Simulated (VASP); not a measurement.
# Mg8H in VASP: a series of runs

The runs below take Mg8H through single point, relaxation of the atoms, with PBE.

Everything below comes from runs of VASP 6.6.1. Logs are shortened: lines on timing, memory, paths and dates and some standing lists are left out, and cuts for length are marked.

## (1) The cell of the first run

The cell holds a slab with vacuum, 9 atoms: a = 6.420 Å, b = 5.138 Å, c = 19.164 Å, α = 90.00°, β = 90.00°, γ = 90.00°.

## (2) Single point, PBE

INCAR

```
ALGO = Normal
DIPOL = 0.5 0.5 0.326
EDIFF = 1E-6
ENCUT = 520
GGA = PE
IDIPOL = 3
ISIF = 2
ISMEAR = 0
LASPH = True
LCHARG = True
LDIPOL = True
LELF = True
LREAL = False
LVACPOTAV = True
LVHAR = True
LWAVE = False
NBANDS = 18
NELM = 100
PREC = Accurate
SIGMA = 0.1
```

KPOINTS

```
k-points
0
Gamma
  4 5 1
```

POSCAR

```
Mg8H
1.0
    6.4201385733      0.0000000000      0.0000000000
    0.0000000000      5.1379129567      0.0000000000
    0.0000000000      0.0000000000     19.1644777330
Mg H
8 1
Direct
    0.0000000000      0.7500000000      0.2087194890
    0.5000000000      0.7500000000      0.2087194890
    0.2500000000      0.2500000000      0.2570728643
    0.7500000000      0.2500000000      0.2570728643
    0.2500000000      0.7500000000      0.3587181927
    0.7500000000      0.7500000000      0.3587181927
    0.0000000000      0.2500000000      0.3999314690
    0.5000000000      0.2500000000      0.3999314690
    0.0625000000      0.2500000000      0.4893116423
```

Potentials or basis: VASP PAW PBE potentials, release 64 (Mg, H).

Run with:

```sh
> cat potpaw_PBE.64/Mg/POTCAR potpaw_PBE.64/H/POTCAR > POTCAR
> mpirun -np 1 vasp_std > vasp.out
```

OUTCAR:

```text
EDIFF = 1E-6
   ENCUT = 520
   GGA = PE
   ISIF = 2
   ISMEAR = 0
   LASPH = True
   LREAL = False
   NELM = 100
   PREC = Accurate

 ion  position               nearest neighbor table
   1  0.000  0.750  0.209-   3 3.17   4 3.17   3 3.17   4 3.17   2 3.21   2 3.21   6 3.29   5 3.29

   2  0.500  0.750  0.209-   3 3.17   4 3.17   3 3.17   4 3.17   1 3.21   1 3.21   6 3.29   5 3.29

   3  0.250  0.250  0.257-   1 3.17   2 3.17   1 3.17   2 3.17   7 3.17   8 3.17   4 3.21   4 3.21
                             5 3.22   5 3.22
   4  0.750  0.250  0.257-   1 3.17   2 3.17   1 3.17   2 3.17   7 3.17   8 3.17   3 3.21   3 3.21
                             6 3.22   6 3.22
   5  0.250  0.750  0.359-   7 3.13   8 3.13   7 3.13   8 3.13   6 3.21   6 3.21   3 3.22   3 3.22
                             1 3.29   2 3.29
   6  0.750  0.750  0.359-   7 3.13   8 3.13   7 3.13   8 3.13   5 3.21   5 3.21   4 3.22   4 3.22
                             1 3.29   2 3.29
   7  0.000  0.250  0.400-   9 1.76   6 3.13   5 3.13   5 3.13   6 3.13   4 3.17   3 3.17   8 3.21
                             8 3.21
   8  0.500  0.250  0.400-   5 3.13   6 3.13   5 3.13   6 3.13   3 3.17   4 3.17   7 3.21   7 3.21

   9  0.062  0.250  0.489-   7 1.76

  LATTYP: Found a simple orthorhombic cell.
 ALAT       =     5.1379129567
 B/A-ratio  =     1.2495615686
 C/A-ratio  =     3.7300121459

  Lattice vectors:

 A1 = (   0.0000000000,  -5.1379129567,   0.0000000000)
 A2 = (   6.4201385733,   0.0000000000,   0.0000000000)
 A3 = (   0.0000000000,   0.0000000000,  19.1644777330)

Analysis of symmetry for initial positions (statically):
=====================================================================
 Subroutine PRICEL returns:
 Original cell was already a primitive cell.

 Routine SETGRP: Setting up the symmetry group for a
 simple orthorhombic supercell.

 Subroutine GETGRP returns: Found  2 space group operations
 (whereof  1 operations were pure point group operations)
 out of a pool of  8 trial point group operations.

The static configuration has the point symmetry C_1 .
 The point group associated with its full space group is C_1h.

Analysis of symmetry for dynamics (positions and initial velocities):
=====================================================================
 Subroutine PRICEL returns:
 Original cell was already a primitive cell.

 Routine SETGRP: Setting up the symmetry group for a
 simple orthorhombic supercell.

 Subroutine GETGRP returns: Found  2 space group operations
 (whereof  1 operations were pure point group operations)
 out of a pool of  8 trial point group operations.

The dynamic configuration has the point symmetry C_1 .
 The point group associated with its full space group is C_1h.

 Subroutine INISYM returns: Found  2 space group operations
 (whereof  1 operations are pure point group operations),
 and found     1 'primitive' translations

----------------------------------------------------------------------------------------

                                     Primitive cell

  volume of cell :     632.1616

  direct lattice vectors                    reciprocal lattice vectors
     6.420138573  0.000000000  0.000000000     0.155759878  0.000000000  0.000000000
     0.000000000  5.137912957  0.000000000     0.000000000  0.194631557  0.000000000
     0.000000000  0.000000000 19.164477733     0.000000000  0.000000000  0.052179872

  length of vectors
     6.420138573  5.137912957 19.164477733     0.155759878  0.194631557  0.052179872

  position of ions in fractional coordinates (direct lattice)
     0.000000000  0.750000000  0.208719489
     0.500000000  0.750000000  0.208719489
     0.250000000  0.250000000  0.257072864
     0.750000000  0.250000000  0.257072864
     0.250000000  0.750000000  0.358718193
     0.750000000  0.750000000  0.358718193
     0.000000000  0.250000000  0.399931469
     0.500000000  0.250000000  0.399931469
     0.062500000  0.250000000  0.489311642

  ion indices of the primitive-cell ions
   primitive index   ion index
                 1           1
                 2           2
                 3           3
                 4           4
                 5           5
                 6           6
                 7           7
                 8           8
                 9           9

----------------------------------------------------------------------------------------

 KPOINTS: k-points

Automatic generation of k-mesh.
 Grid dimensions read from file:
 generate k-points for:    4    5    1

 Generating k-lattice:

  Cartesian coordinates                     Fractional coordinates (reciprocal lattice)
     0.038939969  0.000000000  0.000000000     0.250000000  0.000000000  0.000000000
     0.000000000  0.038926311  0.000000000     0.000000000  0.200000000  0.000000000
     0.000000000  0.000000000  0.052179872     0.000000000  0.000000000  1.000000000

  Length of vectors
     0.038939969  0.038926311  0.052179872

  Shift w.r.t. Gamma in fractional coordinates (k-lattice)
     0.000000000  0.000000000  0.000000000

 Subroutine IBZKPT returns following result:
 ===========================================

 Found      9 irreducible k-points:

 Following reciprocal coordinates:
            Coordinates               Weight
  0.000000  0.000000  0.000000      1.000000
  0.250000  0.000000  0.000000      2.000000
  0.500000  0.000000  0.000000      1.000000
  0.000000  0.200000  0.000000      2.000000
  0.250000  0.200000  0.000000      4.000000
  0.500000  0.200000  0.000000      2.000000
  0.000000  0.400000  0.000000      2.000000
  0.250000  0.400000  0.000000      4.000000
  0.500000  0.400000  0.000000      2.000000
   k-points           NKPTS =      9   k-points in BZ     NKDIM =      9   number of bands    NBANDS=     18
   number of dos      NEDOS =    301   number of ions     NIONS =      9
   total plane-waves  NPLWV = 276480
   dimension x,y,z NGX =    48 NGY =   40 NGZ =  144
   dimension x,y,z NGXF=    96 NGYF=   80 NGZF=  288
   ions per type =               8   1
   NGX,Y,Z   is equivalent  to a cutoff of  12.43, 12.94, 12.49 a.u.
   NGXF,Y,Z  is equivalent  to a cutoff of  24.86, 25.89, 24.98 a.u.
 SYSTEM =  unknown system
   PREC   = accura    normal or accurate (medium, high low for compatibility)
   ISTART =      0    job   : 0-new  1-cont  2-samecut
   ICHARG =      2    charge: 1-file 2-atom 10-const
   ISPIN  =      1    spin polarized calculation?
   LNONCOLLINEAR =      F non collinear calculations
   LSORBIT =      F    spin-orbit coupling
   LASPH  =      T    aspherical Exc in radial PAW
   ENCUT  =  520.0 eV  38.22 Ry    6.18 a.u.  11.94  9.55 35.63*2*pi/ulx,y,z
   NELM   =    100;   NELMIN=  2; NELMDL= -5     # of ELM steps
   EDIFF  = 0.1E-05   stopping-criterion for ELM
   LREAL  =      F    real-space projection
   EDIFFG = 0.1E-04   stopping-criterion for IOM
   NSW    =      0    number of steps for IOM
[... 5 lines left out ...]
   TEBEG  =    0.0;   TEEND  =   0.0 temperature during run
   PSTRESS=    0.0 pullay stress
   NELECT =      17.0000    total number of electrons
   NUPDOWN=      -1.0000    fix difference up-down
   EMIN   =  10.00;   EMAX   =-10.00  energy-range for DOS
   EFERMI =   0.00;   METHOD = LEGACY
   ISMEAR =     0;   SIGMA  =   0.10  broadening in eV -4-tet -1-fermi 0-gaus
   EFERMI_NEDOS =   21; number of points for ismear=-14 and -15
   IALGO  =     38    algorithm
   IMIX   =      4    mixing-type and parameters
     AMIX     =   0.40;   BMIX     =  1.00
     AMIX_MAG =   1.60;   BMIX_MAG =  1.00
  volume/ion in A,a.u.               =      70.24       474.00
  Fermi-wavevector in a.u.,A,eV,Ry     =   0.490473  0.926860  3.273069  0.240564
  Thomas-Fermi vector in A             =   1.493349
   LORBIT       =      0    0 simple, 1 ext, 2 COOP (PROOUT), +10 PAW based schemes
   GGA     = PE    functional components
   LHFCALC =     F    Hartree Fock is set to
   AEXX    =    0.0000 exact exchange contribution
   IVDW    =     0    specifies the selected vdW correction
   LEPSILON=     F    determine dielectric tensor
   LRPA    =     F    only Hartree local field effects (RPA)
 non-spin polarized calculation
 Gauss-broadening in eV      SIGMA  =   0.10
  energy-cutoff  :      520.00
  volume of cell :      632.16
 maximum number of plane-waves:     17060
 NGX is ok and might be reduce to    48
   NGX = 23   NGY = 19   NGZ = 71

 number of electron      17.0000000 magnetization

 dipolmoment           0.000000      0.000000      0.237181 electrons x Angstroem

 Free energy of the ion-electron system (eV)
  ---------------------------------------------------
  ext. energy  EPLUGINS =         0.00000000
  ---------------------------------------------------
  free energy    TOTEN  =       -12.09690793 eV

  energy without entropy =      -12.05911687  energy(sigma->0) =      -12.07801240

 E-fermi :  -2.0929     XC(G=0):  -3.4483

 val. band max:       -2.1602150371   @ k =   0.2500   0.4000   0.0000
 cond. band min:      -2.0909940509   @ k =   0.2500   0.2000   0.0000
 fundamental gap:      0.0692209862
 Fermi energy:        -2.0928634680

 k-point     1 :       0.0000    0.0000    0.0000
  band No.  band energies     occupation
      1      -8.1184      2.00000
      2      -6.1256      2.00000
      3      -4.6445      2.00000
      4      -4.5393      2.00000
      5      -4.0773      2.00000
      6      -2.8513      2.00000
[... 10 lines left out ...]
     17       0.8549      0.00000
     18       1.1929      0.00000

 k-point     2 :       0.2500    0.0000    0.0000
  band No.  band energies     occupation
      1      -7.8915      2.00000
      2      -6.1131      2.00000
      3      -5.8942      2.00000
      4      -4.3846      2.00000
      5      -3.6276      2.00000
      6      -2.6428      2.00000
[... 10 lines left out ...]
     17       0.9811      0.00000
     18       1.4229      0.00000

 k-point     3 :       0.5000    0.0000    0.0000
  band No.  band energies     occupation
      1      -7.2237      2.00000
      2      -7.2055      2.00000
      3      -5.4202      2.00000
      4      -5.0940      2.00000
      5      -3.6955      2.00000
      6      -2.2228      1.93381
[... 10 lines left out ...]
     17       0.9556      0.00000
     18       1.3157      0.00000

 k-point     4 :       0.0000    0.2000    0.0000
  band No.  band energies     occupation
      1      -7.8932      2.00000
      2      -5.9400      2.00000
      3      -4.5249      2.00000
      4      -4.4335      2.00000
      5      -4.3280      2.00000
      6      -3.9713      2.00000
[... 10 lines left out ...]
     17       1.1123      0.00000
     18       1.1296      0.00000

 k-point     5 :       0.2500    0.2000    0.0000
  band No.  band energies     occupation
      1      -7.6670      2.00000
      2      -5.9020      2.00000
      3      -5.7039      2.00000
      4      -4.3284      2.00000
      5      -4.2107      2.00000
      6      -3.4924      2.00000
[... 10 lines left out ...]
     17       1.0676      0.00000
     18       1.6275      0.00000

 k-point     6 :       0.5000    0.2000    0.0000
  band No.  band energies     occupation
      1      -7.0029      2.00000
      2      -6.9813      2.00000
      3      -5.2676      2.00000
      4      -4.8911      2.00000
      5      -3.6930      2.00000
      6      -3.6296      2.00000
[... 10 lines left out ...]
     17       1.5557      0.00000
     18       1.6452      0.00000

 k-point     7 :       0.0000    0.4000    0.0000
  band No.  band energies     occupation
      1      -7.2247      2.00000
      2      -6.1625      2.00000
      3      -5.2092      2.00000
      4      -4.3809      2.00000
      5      -3.7486      2.00000
      6      -3.6517      2.00000
[... 10 lines left out ...]
     17       1.2811      0.00000
     18       1.4618      0.00000

 k-point     8 :       0.2500    0.4000    0.0000
  band No.  band energies     occupation
      1      -7.0006      2.00000
      2      -5.9466      2.00000
      3      -5.2568      2.00000
      4      -4.9846      2.00000
      5      -4.3079      2.00000
      6      -4.0273      2.00000
[... 10 lines left out ...]
     17       1.3342      0.00000
     18       1.6069      0.00000

 k-point     9 :       0.5000    0.4000    0.0000
  band No.  band energies     occupation
      1      -6.3535      2.00000
      2      -6.3138      2.00000
      3      -5.3619      2.00000
      4      -5.2339      2.00000
      5      -4.5625      2.00000
      6      -4.1508      2.00000
[... 10 lines left out ...]
     17       1.8295      0.00000
     18       2.0216      0.00000

------------------------ aborting loop because EDIFF is reached ----------------------------------------

  FORCE on cell =-STRESS in cart. coord.  units (eV):
  Direction    XX          YY          ZZ          XY          YZ          ZX
  --------------------------------------------------------------------------------------
  -------------------------------------------------------------------------------------
  Total       -0.9752237     -1.6442502     -1.2578601      0.0000000      0.0000000      0.1897476
  in kB       -2.4716484     -4.1672576     -3.1879743      0.0000000      0.0000000      0.4809043
  external PRESSURE =      -3.2756268 kB  Pullay stress =       0.0000000 kB

 VOLUME and BASIS-vectors are now :
 -----------------------------------------------------------------------------
  energy-cutoff  :      520.00
  volume of cell :      632.16
      direct lattice vectors                 reciprocal lattice vectors
     6.420138573  0.000000000  0.000000000     0.155759878  0.000000000  0.000000000
     0.000000000  5.137912957  0.000000000     0.000000000  0.194631557  0.000000000
     0.000000000  0.000000000 19.164477733     0.000000000  0.000000000  0.052179872

 POSITION                                       TOTAL-FORCE (eV/Angst)
 -----------------------------------------------------------------------------------
      0.00000      3.85343      4.00000         0.000653      0.000000      0.205454
      3.21007      3.85343      4.00000         0.003665      0.000000      0.268278
      1.60503      1.28448      4.92667         0.003172      0.000000     -0.035391
      4.81510      1.28448      4.92667         0.030236      0.000000     -0.068613
      1.60503      3.85343      6.87465         0.070330      0.000000     -0.156830
      4.81510      3.85343      6.87465        -0.080934      0.000000     -0.084328
      0.00000      1.28448      7.66448        -0.117849      0.000000     -0.042771
      3.21007      1.28448      7.66448        -0.077692      0.000000     -0.090316
      0.40126      1.28448      9.37740         0.168419      0.000000      0.004518
 -----------------------------------------------------------------------------------
    total drift:                                0.000028      0.000000     -0.000208

  FREE ENERGIE OF THE ION-ELECTRON SYSTEM (eV)
  ---------------------------------------------------
  free  energy   TOTEN  =       -12.0969079328 eV

  energy  without entropy=      -12.0591168718  energy(sigma->0) =      -12.07801240

 vacuum level on the upper side and lower side of the slab         2.689         1.388
```

Wall time 10 min (1 thread of Intel Xeon 8259CL, shared host); peak memory 0.59 GiB.

What came out:

* Free energy: -12.0969 eV
* Largest force: 0.268 eV/Å
* Band gap on the k mesh: zero (an odd number of electrons rules out a gap without spin polarisation)

Forces on the atoms (eV/Å):
```
Mg   0.001  0.000  0.205
Mg   0.004  0.000  0.268
Mg   0.003  0.000 -0.035
Mg   0.030  0.000 -0.069
Mg   0.070  0.000 -0.157
Mg  -0.081  0.000 -0.084
Mg  -0.118  0.000 -0.043
Mg  -0.078  0.000 -0.090
H    0.168  0.000  0.005
```

[end of part 1 of 2]

The gap in the log of VASP goes by the Fermi energy; the results here count the filled bands.